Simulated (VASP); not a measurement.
# Na2Be (P6/mmm) in VASP: a series of runs

Runs on Na2Be. Level: PBE. Tasks: single point, relaxation of cell and atoms.

Program: VASP 6.6.1. These are calculated values, not measurements. Logs are shortened: lines on timing, memory, paths and dates and some standing lists are left out, and cuts for length are marked.

## (1) The cell of the first run

The structure is hexagonal, space group P6/mmm (No. 191). The conventional cell has a = 4.207 Å, b = 4.207 Å, c = 2.959 Å, α = 90.00°, β = 90.00°, γ = 120.00°. Na (site symmetry -6m2) has 5 Na at 2.43 to 2.96 Å and 6 Be at 2.84 Å within 3.2 Å. Within 3.7 Å of Be (site symmetry 6/mmm) lie 12 Na at 2.84 Å and 2 Be at 2.96 Å.

## (2) Single point, PBE

INCAR

```
PREC     = Accurate       # precision mode
ENCUT    = 520            # plane-wave cutoff, eV
EDIFF    = 1E-6           # SCF threshold, eV
ISMEAR   = 0              # smearing method
SIGMA    = 0.1            # smearing width, eV
LREAL    = False          # projectors in reciprocal space
LASPH    = True           # aspherical terms in the spheres
NELM     = 100            # most SCF steps
ALGO     = Normal         # electronic algorithm
ISIF     = 2              # what is computed and relaxed
LWAVE    = False          # write WAVECAR
LCHARG   = True           # write CHGCAR
GGA      = PE             # functional
LELF     = True           # ELF
LVHAR    = True         
NBANDS   = 15             # bands
```

KPOINTS

```
regular mesh
0
Gamma
  6 6 6
```

POSCAR

```
Na2Be
1.0
    4.2074010116      0.0000000000      0.0000000000
   -2.1037005059      3.6437161600      0.0000000000
    0.0000000000      0.0000000000      2.9593352481
Na Be
2 1
Direct
    0.3333333333      0.6666666667      0.5000000000
    0.6666666667      0.3333333333      0.5000000000
    0.0000000000      0.0000000000      0.0000000000
```

Potentials or basis: VASP PAW PBE potentials, release 64 (Na_pv, Be).

Launch:

```bash
$ cat potpaw_PBE.64/Na_pv/POTCAR potpaw_PBE.64/Be/POTCAR > POTCAR
$ mpirun -np 1 vasp_std > vasp.out
```

OUTCAR:

```text
PREC = Accurate
   ENCUT = 520
   EDIFF = 1E-6
   ISMEAR = 0
   LREAL = False
   LASPH = True
   NELM = 100
   ISIF = 2
   GGA = PE

 ion  position               nearest neighbor table
   1  0.333  0.667  0.500-   2 2.43   2 2.43   2 2.43
   2  0.667  0.333  0.500-   1 2.43   1 2.43   1 2.43
   3  0.000  0.000  0.000-

  LATTYP: Found a hexagonal cell.
 ALAT       =     4.2074010116
 C/A-ratio  =     0.7033642004

  Lattice vectors:

 A1 = (   4.2074010116,   0.0000000000,   0.0000000000)
 A2 = (  -2.1037005059,   3.6437161600,   0.0000000000)
 A3 = (   0.0000000000,   0.0000000000,   2.9593352481)

Analysis of symmetry for initial positions (statically):
=====================================================================
 Subroutine PRICEL returns:
 Original cell was already a primitive cell.

 Routine SETGRP: Setting up the symmetry group for a
 hexagonal supercell.

 Subroutine GETGRP returns: Found 24 space group operations
 (whereof 24 operations were pure point group operations)
 out of a pool of 24 trial point group operations.

The static configuration has the point symmetry D_6h.

Analysis of symmetry for dynamics (positions and initial velocities):
=====================================================================
 Subroutine PRICEL returns:
 Original cell was already a primitive cell.

 Routine SETGRP: Setting up the symmetry group for a
 hexagonal supercell.

 Subroutine GETGRP returns: Found 24 space group operations
 (whereof 24 operations were pure point group operations)
 out of a pool of 24 trial point group operations.

The dynamic configuration has the point symmetry D_6h.

 Subroutine INISYM returns: Found 24 space group operations
 (whereof 24 operations are pure point group operations),
 and found     1 'primitive' translations

----------------------------------------------------------------------------------------

                                     Primitive cell

  volume of cell :      45.3683

  direct lattice vectors                    reciprocal lattice vectors
     4.207401012  0.000000000  0.000000000     0.237676418  0.137222544  0.000000000
    -2.103700506  3.643716160  0.000000000     0.000000000  0.274445087  0.000000000
     0.000000000  0.000000000  2.959335248     0.000000000  0.000000000  0.337913726

  length of vectors
     4.207401012  4.207401012  2.959335248     0.274445087  0.274445087  0.337913726

  position of ions in fractional coordinates (direct lattice)
     0.333333333  0.666666667  0.500000000
     0.666666667  0.333333333  0.500000000
     0.000000000  0.000000000  0.000000000

  ion indices of the primitive-cell ions
   primitive index   ion index
                 1           1
                 2           2
                 3           3

----------------------------------------------------------------------------------------

 KPOINTS: regular mesh

Automatic generation of k-mesh.
 Grid dimensions read from file:
 generate k-points for:    6    6    6

 Generating k-lattice:

  Cartesian coordinates                     Fractional coordinates (reciprocal lattice)
     0.039612736  0.022870424  0.000000000     0.166666667  0.000000000  0.000000000
     0.000000000  0.045740848  0.000000000     0.000000000  0.166666667  0.000000000
     0.000000000  0.000000000  0.056318954     0.000000000  0.000000000  0.166666667

  Length of vectors
     0.045740848  0.045740848  0.056318954

  Shift w.r.t. Gamma in fractional coordinates (k-lattice)
     0.000000000  0.000000000  0.000000000

 Subroutine IBZKPT returns following result:
 ===========================================

 Found     28 irreducible k-points:

 Following reciprocal coordinates:
            Coordinates               Weight
  0.000000  0.000000  0.000000      1.000000
  0.166667  0.000000  0.000000      6.000000
  0.333333  0.000000  0.000000      6.000000
  0.500000  0.000000  0.000000      3.000000
  0.166667  0.166667  0.000000      6.000000
  0.333333  0.166667  0.000000     12.000000
[... 16 lines left out ...]
  0.166667  0.000000  0.500000      6.000000
  0.333333  0.000000  0.500000      6.000000
 [... further k-points ...]
   k-points           NKPTS =     28   k-points in BZ     NKDIM =     28   number of bands    NBANDS=     15
   number of dos      NEDOS =    301   number of ions     NIONS =      3
   total plane-waves  NPLWV =  24576
   dimension x,y,z NGX =    32 NGY =   32 NGZ =   24
   dimension x,y,z NGXF=    64 NGYF=   64 NGZF=   48
   ions per type =               2   1
   NGX,Y,Z   is equivalent  to a cutoff of  12.64, 12.64, 13.48 a.u.
   NGXF,Y,Z  is equivalent  to a cutoff of  25.29, 25.29, 26.96 a.u.
 SYSTEM =  unknown system
   PREC   = accura    normal or accurate (medium, high low for compatibility)
   ISTART =      0    job   : 0-new  1-cont  2-samecut
   ICHARG =      2    charge: 1-file 2-atom 10-const
   ISPIN  =      1    spin polarized calculation?
   LNONCOLLINEAR =      F non collinear calculations
   LSORBIT =      F    spin-orbit coupling
   LASPH  =      T    aspherical Exc in radial PAW
   ENCUT  =  520.0 eV  38.22 Ry    6.18 a.u.   7.82  7.82  5.50*2*pi/ulx,y,z
   NELM   =    100;   NELMIN=  2; NELMDL= -5     # of ELM steps
   EDIFF  = 0.1E-05   stopping-criterion for ELM
   LREAL  =      F    real-space projection
   EDIFFG = 0.1E-04   stopping-criterion for IOM
   NSW    =      0    number of steps for IOM
   IBRION =     -1    ionic relax: 0-MD 1-quasi-New 2-CG
   NFREE  =      0    steps in history (QN), initial steepest desc. (CG)
   ISIF   =      2    stress and relaxation
   ISYM   =      2    0-nonsym 1-usesym 2-fastsym
   POTIM  = 0.5000    time-step for ionic-motion
   TEBEG  =    0.0;   TEEND  =   0.0 temperature during run
   PSTRESS=    0.0 pullay stress
   NELECT =      16.0000    total number of electrons
   NUPDOWN=      -1.0000    fix difference up-down
   EMIN   =  10.00;   EMAX   =-10.00  energy-range for DOS
   EFERMI =   0.00;   METHOD = LEGACY
   ISMEAR =     0;   SIGMA  =   0.10  broadening in eV -4-tet -1-fermi 0-gaus
   EFERMI_NEDOS =   21; number of points for ismear=-14 and -15
   IALGO  =     38    algorithm
   IMIX   =      4    mixing-type and parameters
     AMIX     =   0.40;   BMIX     =  1.00
     AMIX_MAG =   1.60;   BMIX_MAG =  1.00
  volume/ion in A,a.u.               =      15.12       102.05
  Fermi-wavevector in a.u.,A,eV,Ry     =   1.156638  2.185728 18.202016  1.337810
  Thomas-Fermi vector in A             =   2.293256
   LORBIT       =      0    0 simple, 1 ext, 2 COOP (PROOUT), +10 PAW based schemes
   GGA     = PE    functional components
   LHFCALC =     F    Hartree Fock is set to
   AEXX    =    0.0000 exact exchange contribution
   IVDW    =     0    specifies the selected vdW correction
   LEPSILON=     F    determine dielectric tensor
   LRPA    =     F    only Hartree local field effects (RPA)
 non-spin polarized calculation
 Gauss-broadening in eV      SIGMA  =   0.10
  energy-cutoff  :      520.00
  volume of cell :       45.37
 maximum number of plane-waves:      1265
 NGX is ok and might be reduce to    32
   NGX = 15   NGY = 15   NGZ = 11

 number of electron      15.9999990 magnetization

 Free energy of the ion-electron system (eV)
  ---------------------------------------------------
  ext. energy  EPLUGINS =         0.00000000
  ---------------------------------------------------
  free energy    TOTEN  =        -3.43836782 eV

  energy without entropy =       -3.43576513  energy(sigma->0) =       -3.43706647

 E-fermi :   3.2890     XC(G=0):  -9.1361

 val. band max:        3.1835658337   @ k =   0.5000   0.0000   0.5000
 cond. band min:       3.5636872931   @ k =   0.1667   0.1667   0.0000
 fundamental gap:      0.3801214594
 Fermi energy:         3.2890474604

 k-point     1 :       0.0000    0.0000    0.0000
  band No.  band energies     occupation
      1     -21.4969      2.00000
      2     -21.4969      2.00000
      3     -21.1284      2.00000
      4     -21.0067      2.00000
      5     -21.0067      2.00000
      6     -20.9843      2.00000
      7      -2.8206      2.00000
      8       4.8130      0.00000
      9       4.8130      0.00000
     10       8.5428      0.00000
     11       8.8760      0.00000
     12       8.8760      0.00000
     13      10.1989      0.00000
     14      12.0066      0.00000
     15      14.8215      0.00000

 k-point     2 :       0.1667    0.0000    0.0000
  band No.  band energies     occupation
      1     -21.5135      2.00000
      2     -21.4781      2.00000
      3     -21.1198      2.00000
      4     -21.0312      2.00000
      5     -20.9927      2.00000
      6     -20.9904      2.00000
      7      -2.5262      2.00000
      8       3.6437      0.00000
      9       4.5119      0.00000
     10       7.9766      0.00000
     11       9.7103      0.00000
     12       9.8359      0.00000
     13      10.2758      0.00000
     14      13.6097      0.00000
     15      15.0320      0.00000

 k-point     3 :       0.3333    0.0000    0.0000
  band No.  band energies     occupation
      1     -21.5439      2.00000
      2     -21.4341      2.00000
      3     -21.0976      2.00000
      4     -21.0866      2.00000
      5     -21.0145      2.00000
      6     -20.9606      2.00000
      7      -1.6917      2.00000
      8       1.7452      2.00000
      9       4.0668      0.00000
     10       7.0323      0.00000
     11      10.4436      0.00000
     12      11.7201      0.00000
     13      12.1025      0.00000
     14      15.5767      0.00000
     15      16.2621      0.00000
[... 343 lines left out ...]
 k-point    23 :       0.1667    0.0000    0.5000
  band No.  band energies     occupation
      1     -21.4832      2.00000
      2     -21.4486      2.00000
      3     -21.3259      2.00000
      4     -21.1439      2.00000
      5     -21.0137      2.00000
      6     -20.9748      2.00000
      7       1.0779      2.00000
      8       1.4546      2.00000
      9       6.1136      0.00000
     10       6.6073      0.00000
     11       9.5397      0.00000
     12      10.5676      0.00000
     13      11.0234      0.00000
     14      11.9452      0.00000
     15      13.2446      0.00000

 k-point    24 :       0.3333    0.0000    0.5000
  band No.  band energies     occupation
      1     -21.5112      2.00000
      2     -21.4033      2.00000
      3     -21.2937      2.00000
      4     -21.1746      2.00000
      5     -21.0679      2.00000
      6     -20.9470      2.00000
      7       1.7377      2.00000
      8       2.0161      2.00000
      9       4.4367      0.00000
     10       5.9874      0.00000
     11       7.7264      0.00000
     12      10.1266      0.00000
     13      10.5683      0.00000
     14      12.6292      0.00000
     15      14.2821      0.00000

 [... further k-points ...]

------------------------ aborting loop because EDIFF is reached ----------------------------------------

  FORCE on cell =-STRESS in cart. coord.  units (eV):
  Direction    XX          YY          ZZ          XY          YZ          ZX
  --------------------------------------------------------------------------------------
  -------------------------------------------------------------------------------------
  Total        5.9523668      5.9523668      1.8568909     -0.0000000     -0.0000000     -0.0000000
  in kB      210.2072323    210.2072323     65.5759148     -0.0000000     -0.0000000     -0.0000000
  external PRESSURE =     161.9967931 kB  Pullay stress =       0.0000000 kB

 VOLUME and BASIS-vectors are now :
 -----------------------------------------------------------------------------
  energy-cutoff  :      520.00
  volume of cell :       45.37
      direct lattice vectors                 reciprocal lattice vectors
     4.207401012  0.000000000  0.000000000     0.237676418  0.137222544  0.000000000
    -2.103700506  3.643716160  0.000000000     0.000000000  0.274445087  0.000000000
     0.000000000  0.000000000  2.959335248     0.000000000  0.000000000  0.337913726

 POSITION                                       TOTAL-FORCE (eV/Angst)
 -----------------------------------------------------------------------------------
     -0.00000      2.42914      1.47967         0.000000      0.000000     -0.000000
      2.10370      1.21457      1.47967        -0.000000      0.000000      0.000000
      0.00000      0.00000      0.00000         0.000000      0.000000      0.000000
 -----------------------------------------------------------------------------------
    total drift:                               -0.000000      0.000000      0.000000

  FREE ENERGIE OF THE ION-ELECTRON SYSTEM (eV)
  ---------------------------------------------------
  free  energy   TOTEN  =        -3.4383678164 eV

  energy  without entropy=       -3.4357651255  energy(sigma->0) =       -3.43706647
```

It took 7.3 s on 1 thread of Intel Xeon 6975P-C (Granite Rapids), shared host; peak memory 0.16 GiB.

What came out:

```
Free energy            : -3.4384 eV
Pressure               : 16.2 GPa
Band gap on the k mesh : zero (band 8 reaches 5.19 eV, above the bottom of band 9 at 1.36 eV)
```

## (3) Single point, PBE

This run uses another cell than the first one, of 22.14 Å³/atom, 1.464 times its volume.

INCAR

```
PREC = Accurate ; ENCUT = 520
EDIFF = 1E-6 ; ISMEAR = 0
SIGMA = 0.1 ; LREAL = False
LASPH = True ; NELM = 100
ALGO = Normal ; ISIF = 2
LWAVE = False ; LCHARG = True
GGA = PE ; LELF = True
LVHAR = True ; NBANDS = 15
```

KPOINTS

```
Automatic mesh
0
Gamma
  6 6 6
```

POSCAR

```
Na2Be
1.0
    5.0508494455      0.0000000001      0.0000000000
   -2.5254247228      4.3741639304      0.0000000000
    0.0000000000      0.0000000000      3.0060733248
Na Be
2 1
Direct
    0.3333333333      0.6666666667      0.5000000000
    0.6666666667      0.3333333333      0.5000000000
    0.0000000000      0.0000000000      0.0000000000
```

Potentials or basis: VASP PAW PBE potentials, release 64 (Na_pv, Be).

Launch:

```bash
$ cat potpaw_PBE.64/Na_pv/POTCAR potpaw_PBE.64/Be/POTCAR > POTCAR
$ mpirun -np 1 vasp_std > vasp.out
```

It took 18 s on 1 thread of Intel Xeon 6975P-C (Granite Rapids), shared host; peak memory 0.18 GiB.

Results (log left out):

* Free energy: -4.4456 eV
* Pressure: 0.1 GPa
* Band gap on the k mesh: zero (band 8 reaches 2.82 eV, above the bottom of band 9 at -0.42 eV)

Levels at points of the mesh, in eV from the Fermi level:
```
           k point  band 4  band 5  band 6  band 7  band 8  band 9  band 10  band 11  band 12  band 13
(0.00, 0.00, 0.00)  -24.36  -24.36  -24.34   -4.95    0.87    0.87     2.68     3.49     3.49     5.64
(0.50, 0.00, 0.00)  -24.36  -24.35  -24.35   -3.71   -2.38    0.09     1.82     6.75     6.99     7.67
(0.00, 0.00, 0.50)  -24.46  -24.34  -24.34   -1.34   -1.04    3.33     3.33     6.10     6.21     6.44
(0.50, 0.00, 0.50)  -24.43  -24.37  -24.33   -0.32   -0.25    0.69     2.55     3.06     5.09     5.66
```

## (4) Relaxation of cell and atoms, PBE

INCAR

```
SYSTEM = Na2Be
PREC = Accurate
ENCUT = 600
EDIFF = 1E-6
ISMEAR = 0
SIGMA = 0.1
LREAL = .FALSE.
LASPH = .TRUE.
NELM = 100
ALGO = Normal
ISIF = 3
LWAVE = .FALSE.
LCHARG = .FALSE.
GGA = PE
IBRION = 2
NSW = 90
EDIFFG = -0.04
```

KPOINTS

```
Automatic mesh
0
G
  6 6 6
  0 0 0
```

POSCAR

```
Na2Be
1.0
    4.2074010116      0.0000000000      0.0000000000
   -2.1037005059      3.6437161600      0.0000000000
    0.0000000000      0.0000000000      2.9593352481
Na Be
2 1
Direct
    0.3333333333      0.6666666667      0.5000000000
    0.6666666667      0.3333333333      0.5000000000
    0.0000000000      0.0000000000      0.0000000000
```

Launch:

```bash
$ cat potpaw_PBE.64/Na_pv/POTCAR potpaw_PBE.64/Be/POTCAR > POTCAR
$ mpirun -np 1 vasp_std > vasp.out
```

It took 44 s on 1 thread of Intel Xeon 6975P-C (Granite Rapids), shared host; peak memory 0.17 GiB.

It converged, with:

```
Free energy                            : -4.4401 eV
Relaxed volume                         : 22.25 Å³/atom
Relaxed cell                           : a = 5.057 Å, b = 5.057 Å, c = 3.014 Å, α = 90.00°, β = 90.00°, γ = 120.00°
Space group after relaxing (to 0.05 Å) : P6/mmm (No. 191)
Energy gained by relaxing              : 333.9 meV/atom
Ionic steps                            : 7
Pressure after relaxing                : -0.1 GPa
Band gap on the k mesh                 : zero (band 8 reaches 2.79 eV, above the bottom of band 9 at -0.43 eV)
```

Stress tensor (GPa, compression positive):
```
-0.17  0.00  0.00
 0.00 -0.17  0.00
 0.00  0.00 -0.07
```

Step by step:
```csv
step,energy change (eV),largest force (eV/Å),pressure (GPa),volume (Å³)
1,0.0000,0.0000,16.18,45.37
2,-0.7843,0.0000,4.90,56.08
3,-0.9672,0.0000,0.85,64.20
4,-0.9842,0.0000,-0.23,67.52
5,-0.9847,0.0000,-0.42,68.22
6,-0.9953,0.0000,-0.33,67.65
7,-1.0017,0.0000,-0.14,66.74
```

Final structure:
```yaml
crystal:
  lattice:
    - [5.05656, 0.00000, 0.00000]
    - [-2.52828, 4.37911, 0.00000]
    - [0.00000, 0.00000, 3.01392]
  atoms:
    - { symbol: Na, position: [0.33333, 0.66667, 0.50000] }
    - { symbol: Na, position: [0.66667, 0.33333, 0.50000] }
    - { symbol: Be, position: [0.00000, 0.00000, 0.00000] }
```

Levels at points of the mesh, in eV from the Fermi level:
```tsv
k point	band 6	band 7	band 8	band 9	band 10	band 11
(0.00, 0.00, 0.00)	-24.34	-4.93	0.87	0.87	2.67	3.49
(0.50, 0.00, 0.00)	-24.35	-3.70	-2.37	0.10	1.82	6.74
(0.00, 0.00, 0.50)	-24.34	-1.35	-1.03	3.32	3.32	6.07
(0.50, 0.00, 0.50)	-24.33	-0.31	-0.26	0.69	2.55	3.04
```

Caveat: the volume moved by over 15 % at a fixed basis, so the end points are rough.

(Continued in part 2 of 2.)
